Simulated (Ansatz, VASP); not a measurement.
Ca in VASP and in Ansatz

```
Ca
1.0
     3.20618    0.00000    0.00000
    -1.60309    2.77664    0.00000
     0.00000    0.00000    2.89683
Ca
1
Direct
  0.00000 0.00000 0.00000
```

Alike in both runs: task single point; functional PBE; k mesh 12 × 12 × 11; occupations methfessel-paxton of order 1, width 0.15 eV; no spin polarisation.

|  | VASP | Ansatz |
| --- | --- | --- |
| version | VASP 6.6.1 | Ansatz 0.2.0 |
| potentials or method | VASP PAW PBE potentials, release 64 (Ca_sv), cutoff 520 eV | all-electron LAPW, scalar-relativistic |

```csv
,VASP,Ansatz,Ansatz less VASP
gap on the k mesh at the Fermi level (eV),none,none,-
pressure (GPa),15.1,15.0,-0.08
"traceless stress, the component that is largest in VASP (GPa)",-0.08,-0.14,-0.053
```

A gap of «none» marks a metal or a gap that the smearing closes. Ansatz ran all-electron here, and VASP with PAW potentials.
